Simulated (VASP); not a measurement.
Wanted: the native input for a VASP 6.6.1 run.

| Property | Result |
| --- | --- |
| Task | single point |
| Functional | PBEsol |
| Potentials or basis | VASP PAW PBE potentials, release 64 (Lu, H) |
| Cutoff | 600 eV |
| k mesh | 16 × 16 × 16 |
| Occupations | fermi-dirac, width 0.15 eV |
| Spin | no spin polarisation |
| Dipole correction | no |
| Further INCAR settings | ALGO = Normal; EDIFF = 1e-06; NBANDS = 20 |

The structure of LuH2 lies in POSCAR:

```
LuH2
1.0
    0.0000000000      2.4795568083      2.4795568083
    2.4795568083      0.0000000000      2.4795568083
    2.4795568083      2.4795568083      0.0000000000
Lu H
1 2
Direct
    0.0000000000      0.0000000000      0.0000000000
    0.2500000000      0.2500000000      0.2500000000
    0.7500000000      0.7500000000      0.7500000000
```

These files were run (other wordings do the same):

INCAR

```
SYSTEM = LuH2
PREC = Accurate
ENCUT = 600
EDIFF = 1E-6
ISMEAR = -1
SIGMA = 0.15
LREAL = .FALSE.
LASPH = .TRUE.
NELM = 120
ALGO = Normal
ISIF = 2
LWAVE = .FALSE.
LCHARG = .TRUE.
GGA = PS
LELF = .TRUE.
LVHAR = .TRUE.
NBANDS = 20
GGA_COMPAT = .FALSE.
```

KPOINTS

```
regular mesh
0
G
  16 16 16
  0 0 0
```

Potentials or basis: VASP PAW PBE potentials, release 64 (Lu, H).

Run with:

```console
$ cat potpaw_PBE.64/Lu/POTCAR potpaw_PBE.64/H/POTCAR > POTCAR
$ mpirun -np 1 vasp_std > vasp.out
```

Results of the run:

```
Pressure               : 0.5 GPa
Band gap on the k mesh : zero (an odd number of electrons rules out a gap without spin polarisation)
```

Caveat: the PAW data sets were made with another functional, which shifts forces and pressure a little; spin-orbit coupling is left out, which moves the levels of the heavy elements.

Run time: 120 s on 1 thread of Intel Xeon 8259CL (shared host), peak memory 0.26 GiB.
